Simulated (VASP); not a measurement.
Wanted: the native input for a VASP 6.6.1 run.

```yaml
Task: single point
Functional: PBE
Potentials_or_basis: VASP PAW PBE potentials, release 64 (Li_sv, F)
Cutoff: 520 eV
k_mesh: 12 × 12 × 12
Occupations: fermi-dirac, width 0.02 eV
Spin: no spin polarisation
Dipole_correction: no
Further_INCAR_settings: ALGO = Normal; EDIFF = 1e-06; NBANDS = 12
```

The structure of LiF lies in POSCAR:

```
LiF
1.0
    0.0000000000      2.0339387250      2.0339387250
    2.0339387250      0.0000000000      2.0339387250
    2.0339387250      2.0339387250      0.0000000000
Li F
1 1
Direct
    0.0000000000      0.0000000000      0.0000000000
    0.5000000000      0.5000000000      0.5000000000
```

One way to write it, as run:

INCAR

```
SYSTEM = LiF
PREC = Accurate ; ENCUT = 520
EDIFF = 1E-6 ; ISMEAR = -1
SIGMA = 0.02 ; LREAL = .False.
LASPH = .True. ; NELM = 100
ALGO = Normal ; ISIF = 2
LWAVE = .False. ; LCHARG = .False.
GGA = PE ; NBANDS = 12
```

KPOINTS

```
Automatic mesh
0
Gamma
  12 12 12
  0 0 0
```

Potentials or basis: VASP PAW PBE potentials, release 64 (Li_sv, F).

Command:

```console
$ cat potpaw_PBE.64/Li_sv/POTCAR potpaw_PBE.64/F/POTCAR > POTCAR
$ mpirun -np 1 vasp_std > vasp.out
```

Results of the run:

* Band gap on the k mesh: 8.83 eV, direct

It took 8.1 s on 1 thread of Intel(R) Xeon(R) Platinum 8488C (Sapphire Rapids), on a shared host, peak memory 0.13 GiB.
